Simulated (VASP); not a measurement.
Crystal: Ta2N.

```
Ta N
1.0
     3.11286    0.00000    0.00000
    -1.55643    2.69582    0.00000
     0.00000    0.00000    4.86984
Ta N
2 1
Direct
  0.33333 0.66667 0.25471
  0.66667 0.33333 0.74529
  0.00000 0.00000 0.00000
```

Base run:

```yaml
Program: VASP 6.6.1
Functional: RPBE
Potentials_or_basis: VASP PAW PBE potentials, release 64 (Ta_pv, N)
Cutoff: 520 eV
k_mesh: 10 × 10 × 6
Occupations: fermi-dirac, width 0.05 eV
Spin: no spin polarisation
```

Its results: pressure 3.0 GPa; largest force 0.138 eV/Å.

**Question.** After a change of settings the same cell gave: pressure -4.3 GPa; largest force 0.178 eV/Å. Which change was it?
A. functional from RPBE to r2SCAN; hubbard terms from none to Ta d U = 4.0 eV
B. functional from RPBE to r2SCAN
C. functional from RPBE to PBE; occupations from fermi-dirac, width 0.05 eV to gaussian, width 0.013 eV
D. functional from RPBE to PBE

**Answer.** B.

Caveats: the PAW data sets were made with another functional, which shifts forces and pressure a little.
